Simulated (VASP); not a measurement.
Here is a VASP 6.6.1 calculation.

INCAR

```
SYSTEM = C
  ALGO = Normal
  EDIFF = 1E-6
  ENCUT = 600
  GGA = PS
  GGA_COMPAT = .False.
  ISIF = 2
  ISMEAR = 0
  ISYM = 0
  LASPH = .True.
  LCHARG = .True.
  LELF = .True.
  LREAL = .False.
  LVHAR = .True.
  LWAVE = .False.
  NBANDS = 16
  NELM = 120
  PREC = Accurate
  SIGMA = 0.1
```

The input KPOINTS:

```
k-points
0
Gamma
  14 5 17
  0 0 0
```

Contents of POSCAR:

```
C
1.0
    2.4591610107      0.0000000000      0.0000000000
   -1.2295805053      7.6264527027      0.0000000000
    1.2295805053     -0.5944354695      2.0445245085
C
4
Direct
    0.0833201456      0.7499992654      0.5833589743
    0.5833201456      0.2500007346      0.0833604435
    0.9166798544      0.2500007346      0.4166410257
    0.4166798544      0.7499992654      0.9166395565
```

Potentials or basis: VASP PAW PBE potentials, release 64 (C).

The run is started by

```sh
$ cat potpaw_PBE.64/C/POTCAR > POTCAR
$ mpirun -np 1 vasp_std > vasp.out
```

Task: What does it give for the largest force?

Result: 0.006 eV/Å.

Task: Estimate the pressure.

Result: 0.2 GPa.

Forces on the atoms (eV/Å):
```
C    0.006  0.000  0.001
C    0.006  0.000  0.001
C   -0.006  0.000 -0.001
C   -0.006  0.000 -0.001
```

Caveat: this functional lacks dispersion, which binds layers or chains, so the pressure and a relaxed spacing across them are unreliable; the PAW data sets were made with another functional, which shifts forces and pressure a little.
